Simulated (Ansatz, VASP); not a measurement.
W: VASP beside Ansatz

```
W
1.0
    -1.51744    1.67717    1.59730
     1.51744   -1.67717    1.59730
     1.51744    1.67717   -1.59730
W
1
Direct
  0.00000 0.00000 0.00000
```

Change from the starting cell: strain -0.0500 x Voigt [1, -1, 0, 0, 0, 0], atoms carried along.

Alike in both runs: task single point; functional r2SCAN; k mesh 20 × 20 × 20; occupations gaussian, width 0.15 eV; no spin polarisation.

|  | VASP | Ansatz |
| --- | --- | --- |
| version | VASP 6.6.1 | Ansatz 0.2.0 |
| potentials or method | VASP PAW PBE potentials, release 64 (W_sv), cutoff 520 eV | scalar-relativistic, plane waves, PAW |
| valence electrons in the cell | 14 | 14 |

```tsv
	VASP	Ansatz	Ansatz less VASP
gap on the k mesh at the Fermi level (eV)	none	none	-
pressure (GPa)	-4.4	-5.5	-1.11
traceless stress, the component that is largest in VASP (GPa)	16.50	16.54	+0.042
```

VASP's potentials were made for PBE, not for r2SCAN. A gap of «none» marks a metal or a gap that the smearing closes.

Neither program's run includes spin-orbit coupling.
